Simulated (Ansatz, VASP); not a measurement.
## ZnS in VASP and in Ansatz

Contents of INCAR:

```
ALGO     = Normal         # electronic algorithm
EDIFF    = 1E-7           # SCF threshold, eV
ENCUT    = 520            # plane-wave cutoff, eV
GGA      = PE             # functional
ISIF     = 2              # what is computed and relaxed
ISMEAR   = 0              # smearing method
LASPH    = T              # aspherical terms in the spheres
LCHARG   = F              # write CHGCAR
LREAL    = F              # projectors in reciprocal space
LWAVE    = F              # write WAVECAR
NBANDS   = 36             # bands
NELM     = 100            # most SCF steps
PREC     = Accurate       # precision mode
SIGMA    = 0.05           # smearing width, eV
```

KPOINTS

```
k-points
0
Gamma
  8 8 3
```

The input POSCAR:

```
ZnS
1.0
    2.7046500000     -2.7046500000      0.0000000000
    2.7046500000      0.0000000000     -2.7046500000
    8.5645446900      3.8316776550      3.8316776550
Zn S
3 3
Direct
    0.5937347233      0.5937347233      0.1250333333
   -0.4617986100     -0.4617986100      0.7917000000
    0.0659680567      0.0659680567      0.4583666667
    0.1562597233      0.1562597233      0.8750333333
    0.6840263900      0.6840263900      0.5417000000
    0.2117930567      0.2117930567      0.2083666667
```

Input for Ansatz:

```yaml
crystal:
  lattice:
    - [2.70465, -2.70465, 0.0]
    - [2.70465, 0.0, -2.70465]
    - [8.56454469, 3.831677655, 3.831677655]
  atoms:
    - { symbol: Zn, position: [0.5937347233, 0.5937347233, 0.1250333333] }
    - { symbol: Zn, position: [-0.46179861, -0.46179861, 0.7917] }
    - { symbol: Zn, position: [0.0659680567, 0.0659680567, 0.4583666667] }
    - { symbol: S, position: [0.1562597233, 0.1562597233, 0.8750333333] }
    - { symbol: S, position: [0.68402639, 0.68402639, 0.5417] }
    - { symbol: S, position: [0.2117930567, 0.2117930567, 0.2083666667] }
basis:
  ecutwfc: 420
kpoints:
  mp_grid: { grid: [8, 8, 3] }
hamiltonian:
  xc: pbe
scf:
  occupations: { method: gaussian, width: 0.05 }
output:
  forces: true
  stress: true
  eigenvalues: true
```

Alike in both runs: task single point; functional PBE; k mesh 8 × 8 × 3; occupations gaussian, width 0.05 eV; no spin polarisation.

```csv
,VASP,Ansatz
version,VASP 6.6.1,Ansatz 0.2.0
potentials or method,"VASP PAW PBE potentials, release 64 (Zn, S), cutoff 520 eV","scalar-relativistic, plane waves, PAW"
valence electrons in the cell,54,54
```

```tsv
	VASP	Ansatz	Ansatz less VASP
gap on the k mesh at the Fermi level (eV)	1.54	1.54	-0.001
least direct gap on the mesh (eV)	1.54	1.54	-0.001
pressure (GPa)	0.5	0.4	-0.14
traceless stress, the component that is largest in VASP (GPa)	0.99	1.00	+0.016
rms of the force components (eV/Å)	0.169	0.166	-0.0032
```

Atom by atom the forces differ by 0.004 eV/Å (rms over components).
